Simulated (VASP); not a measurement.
# AlN (a.bB) (F-43m) in VASP: single point with PBEsol

Aim: the single point of AlN (a.bB) with PBEsol.

Everything below comes from runs of VASP 6.6.1. Logs are shortened: lines on timing, memory, paths and dates and some standing lists are left out, and cuts for length are marked.

**1. The cell of the first run**

The structure is cubic, space group F-43m (No. 216). The conventional cell has a = 4.377 Å, b = 4.377 Å, c = 4.377 Å, α = 90.00°, β = 90.00°, γ = 90.00°. Within 2.5 Å of Al (site symmetry -43m) lie 4 N at 1.90 Å. N (site symmetry -43m) has 4 Al at 1.90 Å within 2.5 Å.

**2. Single point, PBEsol**

File INCAR:

```
SYSTEM = AlN
PREC = Accurate ; ENCUT = 600
EDIFF = 1E-6 ; ISMEAR = 0
SIGMA = 0.02 ; LREAL = .False.
LASPH = .True. ; NELM = 120
ALGO = Normal ; ISIF = 2
LWAVE = .False. ; LCHARG = .False.
GGA = PS ; NBANDS = 11
GGA_COMPAT = .False.
```

File KPOINTS:

```
regular mesh
0
Gamma
  10 10 10
  0 0 0
```

File POSCAR:

```
AlN
1.0
    0.0000000000      2.1886939355      2.1886939355
    2.1886939355      0.0000000000      2.1886939355
    2.1886939355      2.1886939355      0.0000000000
Al N
1 1
Direct
    0.0000000000      0.0000000000      0.0000000000
    0.2500000000      0.2500000000      0.2500000000
```

Potentials or basis: VASP PAW PBE potentials, release 64 (Al, N).

The run is started by

```
cat potpaw_PBE.64/Al/POTCAR potpaw_PBE.64/N/POTCAR > POTCAR
mpirun -np 1 vasp_std > vasp.out
```

OUTCAR:

```text
SYSTEM = AlN
   PREC = Accurate
   ENCUT = 600
   EDIFF = 1E-6
   ISMEAR = 0
   LREAL = .False.
   LASPH = .True.
   NELM = 120
   ISIF = 2
   GGA = PS

 ion  position               nearest neighbor table
   1  0.000  0.000  0.000-   2 1.90   2 1.90   2 1.90   2 1.90
   2  0.250  0.250  0.250-   1 1.90   1 1.90   1 1.90   1 1.90

  LATTYP: Found a face centered cubic cell.
 ALAT       =     4.3773878710

  Lattice vectors:

 A1 = (   0.0000000000,   2.1886939355,   2.1886939355)
 A2 = (   2.1886939355,   0.0000000000,   2.1886939355)
 A3 = (   2.1886939355,   2.1886939355,   0.0000000000)

Analysis of symmetry for initial positions (statically):
=====================================================================
 Subroutine PRICEL returns:
 Original cell was already a primitive cell.

 Routine SETGRP: Setting up the symmetry group for a
 face centered cubic supercell.

 Subroutine GETGRP returns: Found 24 space group operations
 (whereof 24 operations were pure point group operations)
 out of a pool of 48 trial point group operations.

The static configuration has the point symmetry T_d .

Analysis of symmetry for dynamics (positions and initial velocities):
=====================================================================
 Subroutine PRICEL returns:
 Original cell was already a primitive cell.

 Routine SETGRP: Setting up the symmetry group for a
 face centered cubic supercell.

 Subroutine GETGRP returns: Found 24 space group operations
 (whereof 24 operations were pure point group operations)
 out of a pool of 48 trial point group operations.

The dynamic configuration has the point symmetry T_d .

 Subroutine INISYM returns: Found 24 space group operations
 (whereof 24 operations are pure point group operations),
 and found     1 'primitive' translations

----------------------------------------------------------------------------------------

                                     Primitive cell

  volume of cell :      20.9694

  direct lattice vectors                    reciprocal lattice vectors
     0.000000000  2.188693935  2.188693935    -0.228446743  0.228446743  0.228446743
     2.188693935  0.000000000  2.188693935     0.228446743 -0.228446743  0.228446743
     2.188693935  2.188693935  0.000000000     0.228446743  0.228446743 -0.228446743

  length of vectors
     3.095280647  3.095280647  3.095280647     0.395681365  0.395681365  0.395681365

  position of ions in fractional coordinates (direct lattice)
     0.000000000  0.000000000  0.000000000
     0.250000000  0.250000000  0.250000000

  ion indices of the primitive-cell ions
   primitive index   ion index
                 1           1
                 2           2

----------------------------------------------------------------------------------------

 KPOINTS: regular mesh

Automatic generation of k-mesh.
 Grid dimensions read from file:
 generate k-points for:   10   10   10

 Generating k-lattice:

  Cartesian coordinates                     Fractional coordinates (reciprocal lattice)
    -0.022844674  0.022844674  0.022844674     0.100000000  0.000000000  0.000000000
     0.022844674 -0.022844674  0.022844674     0.000000000  0.100000000  0.000000000
     0.022844674  0.022844674 -0.022844674     0.000000000  0.000000000  0.100000000

  Length of vectors
     0.039568136  0.039568136  0.039568136

  Shift w.r.t. Gamma in fractional coordinates (k-lattice)
     0.000000000  0.000000000  0.000000000

 Subroutine IBZKPT returns following result:
 ===========================================

 Found     47 irreducible k-points:

 Following reciprocal coordinates:
            Coordinates               Weight
  0.000000  0.000000  0.000000      1.000000
  0.100000  0.000000  0.000000      8.000000
  0.200000  0.000000  0.000000      8.000000
  0.300000  0.000000  0.000000      8.000000
  0.400000  0.000000  0.000000      8.000000
  0.500000  0.000000  0.000000      4.000000
[... 16 lines left out ...]
  0.300000  0.300000  0.000000      6.000000
  0.400000  0.300000  0.000000     24.000000
 [... further k-points ...]
   k-points           NKPTS =     47   k-points in BZ     NKDIM =     47   number of bands    NBANDS=     11
   number of dos      NEDOS =    301   number of ions     NIONS =      2
   total plane-waves  NPLWV =  21952
   dimension x,y,z NGX =    28 NGY =   28 NGZ =   28
   dimension x,y,z NGXF=    56 NGYF=   56 NGZF=   56
   ions per type =               1   1
   NGX,Y,Z   is equivalent  to a cutoff of  15.04, 15.04, 15.04 a.u.
   NGXF,Y,Z  is equivalent  to a cutoff of  30.08, 30.08, 30.08 a.u.
 SYSTEM =  AlN
   PREC   = accura    normal or accurate (medium, high low for compatibility)
   ISTART =      0    job   : 0-new  1-cont  2-samecut
   ICHARG =      2    charge: 1-file 2-atom 10-const
   ISPIN  =      1    spin polarized calculation?
   LNONCOLLINEAR =      F non collinear calculations
   LSORBIT =      F    spin-orbit coupling
   LASPH  =      T    aspherical Exc in radial PAW
   ENCUT  =  600.0 eV  44.10 Ry    6.64 a.u.   6.18  6.18  6.18*2*pi/ulx,y,z
   NELM   =    120;   NELMIN=  2; NELMDL= -5     # of ELM steps
   EDIFF  = 0.1E-05   stopping-criterion for ELM
   LREAL  =      F    real-space projection
   EDIFFG = 0.1E-04   stopping-criterion for IOM
   NSW    =      0    number of steps for IOM
   IBRION =     -1    ionic relax: 0-MD 1-quasi-New 2-CG
   NFREE  =      0    steps in history (QN), initial steepest desc. (CG)
   ISIF   =      2    stress and relaxation
   ISYM   =      2    0-nonsym 1-usesym 2-fastsym
   POTIM  = 0.5000    time-step for ionic-motion
   TEBEG  =    0.0;   TEEND  =   0.0 temperature during run
   PSTRESS=    0.0 pullay stress
   NELECT =       8.0000    total number of electrons
   NUPDOWN=      -1.0000    fix difference up-down
   EMIN   =  10.00;   EMAX   =-10.00  energy-range for DOS
   EFERMI =   0.00;   METHOD = LEGACY
   ISMEAR =     0;   SIGMA  =   0.02  broadening in eV -4-tet -1-fermi 0-gaus
   EFERMI_NEDOS =   21; number of points for ismear=-14 and -15
   IALGO  =     38    algorithm
   IMIX   =      4    mixing-type and parameters
     AMIX     =   0.40;   BMIX     =  1.00
     AMIX_MAG =   1.60;   BMIX_MAG =  1.00
  volume/ion in A,a.u.               =      10.48        70.75
  Fermi-wavevector in a.u.,A,eV,Ry     =   1.187344  2.243754 19.181291  1.409785
  Thomas-Fermi vector in A             =   2.323497
   LORBIT       =      0    0 simple, 1 ext, 2 COOP (PROOUT), +10 PAW based schemes
   GGA     = PS    functional components
   LHFCALC =     F    Hartree Fock is set to
   AEXX    =    0.0000 exact exchange contribution
   IVDW    =     0    specifies the selected vdW correction
   LEPSILON=     F    determine dielectric tensor
   LRPA    =     F    only Hartree local field effects (RPA)
 non-spin polarized calculation
 Gauss-broadening in eV      SIGMA  =   0.02
  energy-cutoff  :      600.00
  volume of cell :       20.97
 maximum number of plane-waves:       725
 NGX is ok and might be reduce to    28
   NGX = 13   NGY = 13   NGZ = 13

 number of electron       7.9999999 magnetization

 Free energy of the ion-electron system (eV)
  ---------------------------------------------------
  ext. energy  EPLUGINS =         0.00000000
  ---------------------------------------------------
  free energy    TOTEN  =       -15.61303207 eV

  energy without entropy =      -15.61303207  energy(sigma->0) =      -15.61303207

 E-fermi :   5.9314     XC(G=0): -11.1011

 val. band max:        5.8171943411   @ k =   0.0000   0.0000   0.0000
 cond. band min:       9.0013560082   @ k =   0.5000   0.5000   0.0000
 fundamental gap:      3.1841616671
 Fermi energy:         5.9313723581

 k-point     1 :       0.0000    0.0000    0.0000
  band No.  band energies     occupation
      1      -9.1041      2.00000
      2       5.8172      2.00000
      3       5.8172      2.00000
      4       5.8172      2.00000
      5       9.8936      0.00000
      6      18.2231      0.00000
      7      18.2231      0.00000
      8      18.2231      0.00000
      9      23.3533      0.00000
     10      23.3533      0.00000
     11      24.6930      0.00000

 k-point     2 :       0.1000    0.0000    0.0000
  band No.  band energies     occupation
      1      -8.9571      2.00000
      2       4.9970      2.00000
      3       5.7653      2.00000
      4       5.7653      2.00000
      5      10.5595      0.00000
      6      17.8325      0.00000
      7      18.3566      0.00000
      8      18.3566      0.00000
      9      22.0824      0.00000
     10      22.0824      0.00000
     11      23.8870      0.00000

 k-point     3 :       0.2000    0.0000    0.0000
  band No.  band energies     occupation
      1      -8.5385      2.00000
      2       3.3853      2.00000
      3       5.6361      2.00000
      4       5.6361      2.00000
      5      11.6798      0.00000
      6      17.0316      0.00000
      7      18.2866      0.00000
      8      18.2866      0.00000
      9      21.5489      0.00000
     10      21.5489      0.00000
     11      23.0158      0.00000

 k-point     4 :       0.3000    0.0000    0.0000
  band No.  band energies     occupation
      1      -7.9293      2.00000
      2       1.7347      2.00000
      3       5.4881      2.00000
      4       5.4881      2.00000
      5      12.5095      0.00000
      6      16.2769      0.00000
      7      17.6273      0.00000
      8      17.6273      0.00000
      9      22.6004      0.00000
     10      22.6004      0.00000
     11      22.8269      0.00000
[... 239 lines left out ...]
 k-point    22 :      -0.2000    0.2000    0.0000
  band No.  band energies     occupation
      1      -7.7293      2.00000
      2       2.0393      2.00000
      3       4.1141      2.00000
      4       5.5624      2.00000
      5      13.2541      0.00000
      6      15.6194      0.00000
      7      17.0594      0.00000
      8      18.1667      0.00000
      9      20.6234      0.00000
     10      24.0507      0.00000
     11      26.9617      0.00000

 k-point    23 :       0.3000    0.3000    0.0000
  band No.  band energies     occupation
      1      -7.5513      2.00000
      2       2.2856      2.00000
      3       4.5711      2.00000
      4       4.5711      2.00000
      5      11.0183      0.00000
      6      15.3499      0.00000
      7      17.5441      0.00000
      8      20.1487      0.00000
      9      20.1487      0.00000
     10      26.0328      0.00000
     11      29.3687      0.00000

 k-point    24 :       0.4000    0.3000    0.0000
  band No.  band energies     occupation
      1      -7.0840      2.00000
      2       1.6492      2.00000
      3       4.1042      2.00000
      4       4.4070      2.00000
      5      10.6027      0.00000
      6      15.1828      0.00000
      7      17.9141      0.00000
      8      20.2344      0.00000
      9      20.7373      0.00000
     10      26.9411      0.00000
     11      29.1687      0.00000

 [... further k-points ...]

------------------------ aborting loop because EDIFF is reached ----------------------------------------

  FORCE on cell =-STRESS in cart. coord.  units (eV):
  Direction    XX          YY          ZZ          XY          YZ          ZX
  --------------------------------------------------------------------------------------
  -------------------------------------------------------------------------------------
  Total       -0.0161685     -0.0161685     -0.0161685      0.0000000      0.0000000      0.0000000
  in kB       -1.2353685     -1.2353685     -1.2353685      0.0000000      0.0000000      0.0000000
  external PRESSURE =      -1.2353685 kB  Pullay stress =       0.0000000 kB

 VOLUME and BASIS-vectors are now :
 -----------------------------------------------------------------------------
  energy-cutoff  :      600.00
  volume of cell :       20.97
      direct lattice vectors                 reciprocal lattice vectors
     0.000000000  2.188693935  2.188693935    -0.228446743  0.228446743  0.228446743
     2.188693935  0.000000000  2.188693935     0.228446743 -0.228446743  0.228446743
     2.188693935  2.188693935  0.000000000     0.228446743  0.228446743 -0.228446743

 POSITION                                       TOTAL-FORCE (eV/Angst)
 -----------------------------------------------------------------------------------
      0.00000      0.00000      0.00000         0.000000      0.000000      0.000000
      1.09435      1.09435      1.09435        -0.000000     -0.000000     -0.000000
 -----------------------------------------------------------------------------------
    total drift:                                0.000000      0.000000      0.000000

  FREE ENERGIE OF THE ION-ELECTRON SYSTEM (eV)
  ---------------------------------------------------
  free  energy   TOTEN  =       -15.6130320663 eV

  energy  without entropy=      -15.6130320663  energy(sigma->0) =      -15.61303207
```

Wall time 24 s (1 thread of Intel Xeon 8259CL, shared host); peak memory 0.15 GiB.

Results:

* Free energy: -15.6130 eV
* Pressure: -0.1 GPa
* Band gap on the k mesh: 3.18 eV, indirect (least direct gap 4.08 eV)

Levels at points of the mesh, in eV from the valence-band top:
```
           k point  band 2  band 3  band 4  band 5  band 6  band 7
(0.00, 0.00, 0.00)    0.00    0.00    0.00    4.08   12.41   12.41
(0.50, 0.00, 0.00)   -5.89   -0.48   -0.48    7.23    9.72   11.00
(0.50, 0.50, 0.00)   -4.93   -1.78   -1.78    3.18    8.44   13.79
```

Caveat: the PAW data sets were made with another functional, which shifts forces and pressure a little. A k mesh can miss the band edges.
